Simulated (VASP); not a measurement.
A run of VASP 6.6.1 is set up as follows.

File INCAR:

```
  PREC = Accurate
  ENCUT = 520
  EDIFF = 1E-8
  ISMEAR = -1
  SIGMA = 0.05
  LREAL = False
  LASPH = True
  NELM = 100
  ALGO = Normal
  ISIF = 2
  LWAVE = False
  LCHARG = False
  GGA = PS
  LEFG = True
  NBANDS = 16
```

Contents of KPOINTS:

```
regular mesh
0
Gamma
  9 9 9
```

File POSCAR:

```
InSb
1.0
    0.0000000000      3.2391000000      3.2714910000
    3.2391000000      0.0000000000      3.2714910000
    3.2391000000      3.2391000000      0.0000000000
In Sb
1 1
Direct
    0.0000000000      0.0000000000      0.0000000000
    0.7500000000      0.7500000000      0.7500000000
```

Potentials or basis: VASP PAW PBE potentials, release 64 (In_d, Sb).

Launch:

```sh
$ cat potpaw_PBE.64/In_d/POTCAR potpaw_PBE.64/Sb/POTCAR > POTCAR
$ mpirun -np 1 vasp_std > vasp.out
```

**Question.** Predict the pressure.

**Answer.** 0.4 GPa.

**Question.** Predict the band gap on the k mesh.

**Answer.** Zero (filled and empty bands touch).

Electric field gradients, principal values (V/Å²):
```
atom   least  middle  greatest (by size)
1 In   1.365   1.369              -2.734
2 Sb  -1.150  -1.151               2.301
```

Caveat: the cell differs from its parent crystal (zz strain of +1 %); without QUAD_EFG the Cq values of the log hold for a quadrupole moment of 1 mb, not for the nuclei; the PAW data sets were made with another functional, which shifts forces and pressure a little; spin-orbit coupling is left out, which moves the levels of the heavy elements.
